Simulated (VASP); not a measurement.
# MgAg2SnSe4 (I-4) in VASP: single point with r2SCAN

Aim: the single point of MgAg2SnSe4 with r2SCAN.

All numbers are computed with VASP 6.6.1; they aren't measurements. Logs are shortened: lines on timing, memory, paths and dates and some standing lists are left out, and cuts for length are marked.

**1. The cell of the first run**

It takes space group I-4 (No. 82, tetragonal). The conventional cell has a = 6.101 Å, b = 6.101 Å, c = 11.783 Å, α = 90.00°, β = 90.00°, γ = 90.00°. Ag (site symmetry -4) has 4 Se at 2.67 Å within 3.5 Å. Within 3.5 Å of Ag (site symmetry -4) lie 4 Se at 2.65 Å. Mg (site symmetry -4) has 4 Se at 2.58 Å within 3.4 Å. Sn (site symmetry -4) has 4 Se at 2.56 Å within 3.4 Å. Se (site symmetry 1) has 1 Sn at 2.56 Å and 1 Mg at 2.58 Å and 2 Ag at 2.65 to 2.67 Å within 3.4 Å.

**2. Single point, r2SCAN**

Input file POSCAR:

```
MgAg2SnSe4
1.0
   -3.0504828271      3.0504828271      5.8916864834
    3.0504828271     -3.0504828271      5.8916864834
    3.0504828271      3.0504828271     -5.8916864834
Ag Mg Sn Se
2 1 1 4
Direct
    0.0000000000      0.0000000000      0.0000000000
    0.7500000000      0.2500000000      0.5000000000
    0.2500000000      0.7500000000      0.5000000000
    0.5000000000      0.5000000000      0.0000000000
    0.1379515743      0.6215999960      1.0100535124
    0.3784000040      0.3884535164      0.5163515783
    0.6115464836      0.1278980619     -0.0100535124
    0.8721019381      0.8620484257      0.4836484217
```

Input file INCAR.step1:

```
PREC = Accurate ; ENCUT = 520
ISMEAR = -1 ; SIGMA = 0.02
LREAL = F ; LASPH = T
NELM = 80 ; NBANDS = 41
GGA = PE ; ALGO = Normal
EDIFF = 1E-4 ; LWAVE = T
LCHARG = F
```

Input file INCAR.step2:

```
PREC = Accurate ; ENCUT = 520
EDIFF = 1E-7 ; ISMEAR = -1
SIGMA = 0.02 ; LREAL = F
LASPH = T ; NELM = 80
ALGO = Normal ; ISIF = 2
LWAVE = F ; LCHARG = F
METAGGA = R2SCAN ; LMIXTAU = T
NBANDS = 41 ; ISTART = 1
```

Input file KPOINTS:

```
Automatic mesh
0
Gamma
  6 6 6
```

Potentials or basis: VASP PAW PBE potentials, release 64 (Ag, Mg, Sn_d, Se).

The run is started by

```console
$ cat potpaw_PBE.64/Ag/POTCAR potpaw_PBE.64/Mg/POTCAR potpaw_PBE.64/Sn_d/POTCAR potpaw_PBE.64/Se/POTCAR > POTCAR
$ cp INCAR.step1 INCAR
$ mpirun -np 1 vasp_std > vasp.out
$ cp INCAR.step2 INCAR
$ mpirun -np 1 vasp_std > vasp.out
```

OUTCAR:

```text
PREC = Accurate
   ENCUT = 520
   EDIFF = 1E-7
   ISMEAR = -1
   LREAL = F
   LASPH = T
   NELM = 80
   ISIF = 2
   METAGGA = R2SCAN
   ISTART = 1

 ion  position               nearest neighbor table
   1  0.000  0.000  0.000-   6 2.67   5 2.67   7 2.67   8 2.67
   2  0.750  0.250  0.500-   5 2.65   6 2.65   8 2.65   7 2.65
   3  0.250  0.750  0.500-   7 2.58   8 2.58   5 2.58   6 2.58
   4  0.500  0.500  0.000-   6 2.56   7 2.56   8 2.56   5 2.56
   5  0.138  0.622  0.010-   4 2.56   3 2.58   2 2.65   1 2.67
   6  0.378  0.388  0.516-   4 2.56   3 2.58   2 2.65   1 2.67
   7  0.612  0.128  0.990-   4 2.56   3 2.58   2 2.65   1 2.67
   8  0.872  0.862  0.484-   4 2.56   3 2.58   2 2.65   1 2.67

  LATTYP: Found a body centered tetragonal cell.
 ALAT       =     6.1009656542
 C/A-ratio  =     1.9313947389

  Lattice vectors:

 A1 = (  -3.0504828271,   3.0504828271,   5.8916864834)
 A2 = (   3.0504828271,  -3.0504828271,   5.8916864834)
 A3 = (   3.0504828271,   3.0504828271,  -5.8916864834)

Analysis of symmetry for initial positions (statically):
=====================================================================
 Subroutine PRICEL returns:
 Original cell was already a primitive cell.

 Routine SETGRP: Setting up the symmetry group for a
 body centered tetragonal supercell.

 Subroutine GETGRP returns: Found  4 space group operations
 (whereof  4 operations were pure point group operations)
 out of a pool of 16 trial point group operations.

The static configuration has the point symmetry S_4 .

Analysis of symmetry for dynamics (positions and initial velocities):
=====================================================================
 Subroutine PRICEL returns:
 Original cell was already a primitive cell.

 Routine SETGRP: Setting up the symmetry group for a
 body centered tetragonal supercell.

 Subroutine GETGRP returns: Found  4 space group operations
 (whereof  4 operations were pure point group operations)
 out of a pool of 16 trial point group operations.

The dynamic configuration has the point symmetry S_4 .

 Subroutine INISYM returns: Found  4 space group operations
 (whereof  4 operations are pure point group operations),
 and found     1 'primitive' translations

----------------------------------------------------------------------------------------

                                     Primitive cell

  volume of cell :     219.2991

  direct lattice vectors                    reciprocal lattice vectors
    -3.050482827  3.050482827  5.891686483     0.000000000  0.163908479  0.084865344
     3.050482827 -3.050482827  5.891686483     0.163908479  0.000000000  0.084865344
     3.050482827  3.050482827 -5.891686483     0.163908479  0.163908479  0.000000000

  length of vectors
     7.302250377  7.302250377  7.302250377     0.184575502  0.184575502  0.231801594

  position of ions in fractional coordinates (direct lattice)
     0.000000000  0.000000000  0.000000000
     0.750000000  0.250000000  0.500000000
     0.250000000  0.750000000  0.500000000
     0.500000000  0.500000000  0.000000000
     0.137951574  0.621599996  0.010053512
     0.378400004  0.388453516  0.516351578
     0.611546484  0.127898062  0.989946488
     0.872101938  0.862048426  0.483648422

  ion indices of the primitive-cell ions
   primitive index   ion index
                 1           1
                 2           2
                 3           3
                 4           4
                 5           5
                 6           6
                 7           7
                 8           8

----------------------------------------------------------------------------------------

 KPOINTS: Automatic mesh

Automatic generation of k-mesh.
 Grid dimensions read from file:
 generate k-points for:    6    6    6

 Generating k-lattice:

  Cartesian coordinates                     Fractional coordinates (reciprocal lattice)
     0.000000000  0.027318080  0.014144224     0.166666667 -0.000000000  0.000000000
     0.027318080  0.000000000  0.014144224    -0.000000000  0.166666667  0.000000000
     0.027318080  0.027318080  0.000000000     0.000000000  0.000000000  0.166666667

  Length of vectors
     0.030762584  0.030762584  0.038633599

  Shift w.r.t. Gamma in fractional coordinates (k-lattice)
     0.000000000  0.000000000  0.000000000

 Subroutine IBZKPT returns following result:
 ===========================================

 Found     36 irreducible k-points:

 Following reciprocal coordinates:
            Coordinates               Weight
  0.000000  0.000000  0.000000      1.000000
  0.166667  0.000000 -0.000000      8.000000
  0.333333 -0.000000  0.000000      8.000000
  0.500000  0.000000  0.000000      4.000000
  0.166667  0.166667  0.000000      8.000000
  0.333333  0.166667  0.000000      8.000000
[... 16 lines left out ...]
  0.333333 -0.333333  0.166667      4.000000
 -0.166667  0.333333  0.166667      8.000000
 [... further k-points ...]
   k-points           NKPTS =     36   k-points in BZ     NKDIM =     36   number of bands    NBANDS=     41
   number of dos      NEDOS =    301   number of ions     NIONS =      8
   total plane-waves  NPLWV = 157464
   dimension x,y,z NGX =    54 NGY =   54 NGZ =   54
   dimension x,y,z NGXF=   108 NGYF=  108 NGZF=  108
   ions per type =               2   1   1   4
   NGX,Y,Z   is equivalent  to a cutoff of  12.29, 12.29, 12.29 a.u.
   NGXF,Y,Z  is equivalent  to a cutoff of  24.59, 24.59, 24.59 a.u.
 SYSTEM =  unknown system
   PREC   = accura    normal or accurate (medium, high low for compatibility)
   ISTART =      1    job   : 0-new  1-cont  2-samecut
   ICHARG =      0    charge: 1-file 2-atom 10-const
   ISPIN  =      1    spin polarized calculation?
   LNONCOLLINEAR =      F non collinear calculations
   LSORBIT =      F    spin-orbit coupling
   LASPH  =      T    aspherical Exc in radial PAW
   ENCUT  =  520.0 eV  38.22 Ry    6.18 a.u.  13.58 13.58 13.58*2*pi/ulx,y,z
   NELM   =     80;   NELMIN=  2; NELMDL=  0     # of ELM steps
   EDIFF  = 0.1E-06   stopping-criterion for ELM
   LREAL  =      F    real-space projection
   EDIFFG = 0.1E-05   stopping-criterion for IOM
   NSW    =      0    number of steps for IOM
   IBRION =     -1    ionic relax: 0-MD 1-quasi-New 2-CG
   NFREE  =      0    steps in history (QN), initial steepest desc. (CG)
   ISIF   =      2    stress and relaxation
   ISYM   =      2    0-nonsym 1-usesym 2-fastsym
   POTIM  = 0.5000    time-step for ionic-motion
   TEBEG  =    0.0;   TEEND  =   0.0 temperature during run
   PSTRESS=    0.0 pullay stress
   NELECT =      62.0000    total number of electrons
   NUPDOWN=      -1.0000    fix difference up-down
   EMIN   =  10.00;   EMAX   =-10.00  energy-range for DOS
   EFERMI =   0.00;   METHOD = LEGACY
   ISMEAR =    -1;   SIGMA  =   0.02  broadening in eV -4-tet -1-fermi 0-gaus
   EFERMI_NEDOS =   21; number of points for ismear=-14 and -15
   IALGO  =     38    algorithm
   IMIX   =      4    mixing-type and parameters
     AMIX     =   0.40;   BMIX     =  1.00
     AMIX_MAG =   1.60;   BMIX_MAG =  1.00
  volume/ion in A,a.u.               =      27.41       184.99
  Fermi-wavevector in a.u.,A,eV,Ry     =   1.074467  2.030448 15.707649  1.154480
  Thomas-Fermi vector in A             =   2.210296
   LORBIT       =      0    0 simple, 1 ext, 2 COOP (PROOUT), +10 PAW based schemes
   METAGGA = R2SCAN    functional components
   LHFCALC =     F    Hartree Fock is set to
   AEXX    =    0.0000 exact exchange contribution
   IVDW    =     0    specifies the selected vdW correction
   LEPSILON=     F    determine dielectric tensor
   LRPA    =     F    only Hartree local field effects (RPA)
 non-spin polarized calculation
  energy-cutoff  :      520.00
  volume of cell :      219.30
 maximum number of plane-waves:      5922
   NGX = 27   NGY = 27   NGZ = 27

 number of electron      61.9999998 magnetization

 Free energy of the ion-electron system (eV)
  ---------------------------------------------------
  ext. energy  EPLUGINS =         0.00000000
  ---------------------------------------------------
  free energy    TOTEN  =      -133.59044564 eV

  energy without entropy =     -133.59044564  energy(sigma->0) =     -133.59044564

 E-fermi :   2.9596     XC(G=0):  -9.3098

 val. band max:        2.5865207340   @ k =   0.0000   0.0000   0.0000
 cond. band min:       3.3256734214   @ k =   0.0000   0.0000   0.0000
 fundamental gap:      0.7391526874
 Fermi energy:         2.9596300452

 k-point     1 :       0.0000    0.0000    0.0000
  band No.  band energies     occupation
      1     -19.8362      2.00000
      2     -19.8341      2.00000
      3     -19.8341      2.00000
      4     -19.7559      2.00000
      5     -19.7512      2.00000
      6     -11.1525      2.00000
[... 33 lines left out ...]
     40       8.2660      0.00000
     41       9.2449      0.00000

 k-point     2 :       0.1667    0.0000   -0.0000
  band No.  band energies     occupation
      1     -19.8362      2.00000
      2     -19.8341      2.00000
      3     -19.8341      2.00000
      4     -19.7559      2.00000
      5     -19.7512      2.00000
      6     -11.1015      2.00000
[... 33 lines left out ...]
     40       8.6346      0.00000
     41       9.0323      0.00000

 k-point     3 :       0.3333   -0.0000    0.0000
  band No.  band energies     occupation
      1     -19.8363      2.00000
      2     -19.8342      2.00000
      3     -19.8341      2.00000
      4     -19.7558      2.00000
      5     -19.7511      2.00000
      6     -10.9761      2.00000
[... 33 lines left out ...]
     40       8.8400      0.00000
     41       9.0817      0.00000

 k-point     4 :       0.5000    0.0000    0.0000
  band No.  band energies     occupation
      1     -19.8363      2.00000
      2     -19.8342      2.00000
      3     -19.8341      2.00000
      4     -19.7558      2.00000
      5     -19.7511      2.00000
      6     -10.8906      2.00000
[... 825 lines left out ...]
     40       8.9499      0.00000
     41       9.3202      0.00000

 k-point    23 :       0.3333   -0.3333    0.1667
  band No.  band energies     occupation
      1     -19.8363      2.00000
      2     -19.8342      2.00000
      3     -19.8341      2.00000
      4     -19.7557      2.00000
      5     -19.7511      2.00000
      6     -10.8730      2.00000
[... 33 lines left out ...]
     40       8.9798      0.00000
     41       9.3074      0.00000

 k-point    24 :      -0.1667    0.3333    0.1667
  band No.  band energies     occupation
      1     -19.8363      2.00000
      2     -19.8342      2.00000
      3     -19.8341      2.00000
      4     -19.7558      2.00000
      5     -19.7511      2.00000
      6     -10.8924      2.00000
[... 33 lines left out ...]
     40       8.8272      0.00000
     41       8.9912      0.00000

 [... further k-points ...]
[... 5 lines left out ...]
  --------------------------------------------------------------------------------------
  -------------------------------------------------------------------------------------
  Total       -0.1151785     -0.1151785     -0.1514736     -0.0000006     -0.0000000     -0.0000000
  in kB       -0.8414830     -0.8414830     -1.1066512     -0.0000040     -0.0000000     -0.0000000
  external PRESSURE =      -0.9298724 kB  Pullay stress =       0.0000000 kB

 VOLUME and BASIS-vectors are now :
 -----------------------------------------------------------------------------
  energy-cutoff  :      520.00
  volume of cell :      219.30
      direct lattice vectors                 reciprocal lattice vectors
    -3.050482827  3.050482827  5.891686483     0.000000000  0.163908479  0.084865344
     3.050482827 -3.050482827  5.891686483     0.163908479  0.000000000  0.084865344
     3.050482827  3.050482827 -5.891686483     0.163908479  0.163908479  0.000000000

 POSITION                                       TOTAL-FORCE (eV/Angst)
 -----------------------------------------------------------------------------------
      0.00000      0.00000      0.00000         0.000000     -0.000000      0.000000
     -0.00000      3.05048      2.94584         0.000000     -0.000000      0.000000
      3.05048     -0.00000      2.94584         0.000000     -0.000000     -0.000000
      0.00000      0.00000      5.89169         0.000000     -0.000000      0.000000
      1.50603     -1.44469      4.41581         0.014040      0.001767     -0.016199
      1.60579      1.54445      1.47588         0.001767     -0.014040      0.016199
      1.54445      4.49518     -1.47588        -0.014040     -0.001767     -0.016199
      1.44469      1.50603      7.36757        -0.001767      0.014040      0.016199
 -----------------------------------------------------------------------------------
    total drift:                                0.000058      0.000060      0.000021

  FREE ENERGIE OF THE ION-ELECTRON SYSTEM (eV)
  ---------------------------------------------------
  free  energy   TOTEN  =      -133.5904456439 eV

  energy  without entropy=     -133.5904456439  energy(sigma->0) =     -133.59044564
```

It took 63 min on 1 thread of AMD EPYC 7R13, shared host; peak memory 0.64 GiB.

What came out:

```
Free energy            : -133.5904 eV
Pressure               : -0.1 GPa
Largest force          : 0.022 eV/Å
Band gap on the k mesh : 0.74 eV
```

Forces in eV/Å, atoms in the order of the input:
```
Ag   0.000  0.000  0.000
Ag   0.000  0.000  0.000
Mg   0.000  0.000  0.000
Sn   0.000  0.000  0.000
Se   0.014  0.002 -0.016
Se   0.002 -0.014  0.016
Se  -0.014 -0.002 -0.016
Se  -0.002  0.014  0.016
```

Caveat: the PAW data sets were made with another functional, which shifts forces and pressure a little; spin-orbit coupling is left out, which moves the levels of the heavy elements.
